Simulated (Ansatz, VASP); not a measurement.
**CO2 in VASP and in Ansatz**

```
C O
1.0
     8.82116    0.00000    0.00000
     0.00000    8.82116    0.00000
     0.00000    0.00000    8.82116
C O
8 16
Direct
  0.12954 0.99187 0.88276
  0.97342 0.62064 0.78894
  0.75848 0.28076 0.68487
  0.42157 0.06603 0.60993
  0.46126 0.81360 0.08672
  0.03812 0.03619 0.36377
  0.70230 0.16929 0.11525
  0.33146 0.54067 0.54536
  0.12211 0.06248 0.99450
  0.13786 0.92210 0.76991
  0.96394 0.64704 0.91861
  0.98321 0.59341 0.65939
  0.69551 0.38684 0.73397
  0.82094 0.17487 0.63504
  0.46551 0.07420 0.73512
  0.37856 0.05837 0.48504
  0.33193 0.78772 0.10097
  0.59062 0.83925 0.07129
  0.03053 0.90621 0.38856
  0.04449 0.16637 0.33878
  0.62353 0.17651 0.22173
  0.78105 0.16241 0.00880
  0.35879 0.65639 0.48659
  0.30524 0.42497 0.60492
```

Alike in both runs: functional PBE; dispersion D3(BJ); k mesh 1 × 1 × 1; occupations fermi-dirac, width 0.02 eV; no spin polarisation.

Ansatz relaxed the structure, and its values are those at the end. VASP's run is a single point on that final structure, the one shown.

|  | VASP | Ansatz |
| --- | --- | --- |
| version | VASP 6.6.1 | Ansatz 0.2.0 |
| potentials or method | VASP PAW PBE potentials, release 64 (C_h, O_h), cutoff 1000 eV | scalar-relativistic, plane waves, PAW |
| valence electrons in the cell | 128 | 128 |

|  | VASP | Ansatz | Ansatz less VASP |
| --- | --- | --- | --- |
| gap on the k mesh at the Fermi level (eV) | 6.33 | 6.33 | -0.001 |
| rms of the force components (eV/Å) | 0.020 | 0.019 | -0.0006 |

Ansatz's warnings: xc potential rough in thin density.
